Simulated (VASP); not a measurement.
Here is a VASP 6.6.1 calculation.

Contents of INCAR:

```
SYSTEM = HfNbTe4
PREC = Accurate
ENCUT = 520
EDIFF = 1E-6
ISMEAR = 0
SIGMA = 0.2
LREAL = .False.
LASPH = .True.
NELM = 100
ALGO = Normal
ISIF = 2
LWAVE = .False.
LCHARG = .False.
GGA = PE
NBANDS = 59
```

KPOINTS

```
regular mesh
0
Gamma
  6 4 2
  0 0 0
```

POSCAR

```
HfNbTe4
1.0
    3.8171127442     -0.0002029632     -0.0006123464
   -0.0003411245      6.6114901030     -0.0003467111
   -0.0041796567      0.0008932882     14.4658462704
Hf Nb Te
2 2 8
Direct
   -0.0008036250      0.0005542622      0.5001892599
    0.5014237364      0.5005722796      0.4999860206
   -0.0002617072     -0.0006721940     -0.0000774546
    0.4996273939      0.4995347327     -0.0000961889
    0.5009462361      0.1678638306      0.6276765222
    0.0000204459      0.6676534245      0.6276445807
    0.4995565604      0.1654037617      0.1234665546
   -0.0000775880      0.6653138820      0.1235722488
   -0.0002523694      0.3334513609      0.8763517010
    0.4995447630      0.8335364958      0.8762744660
   -0.0003366795      0.3332868753      0.3724941551
    0.5006128336      0.8335012886      0.3725181346
```

Potentials or basis: VASP PAW PBE potentials, release 64 (Hf_pv, Nb_sv, Te).

Run with:

```sh
$ cat potpaw_PBE.64/Hf_pv/POTCAR potpaw_PBE.64/Nb_sv/POTCAR potpaw_PBE.64/Te/POTCAR > POTCAR
$ mpirun -np 1 vasp_std > vasp.out
```

What does it give for the band gap on the k mesh?

Zero (band 47 reaches 6.35 eV, above the bottom of band 48 at 5.09 eV).

Predict the largest force.

0.025 eV/Å.

Forces on the atoms (eV/Å):
```
Hf   0.004 -0.001 -0.007
Hf  -0.004  0.002  0.005
Nb  -0.002 -0.001  0.000
Nb   0.002  0.001  0.001
Te  -0.002 -0.001 -0.022
Te   0.003 -0.001 -0.024
Te   0.006 -0.004 -0.009
Te   0.000 -0.001 -0.016
Te  -0.005  0.004  0.011
Te  -0.002  0.001  0.015
Te   0.002  0.000  0.022
Te  -0.004  0.000  0.025
```

Caveat: spin-orbit coupling is left out, which moves the levels of the heavy elements.
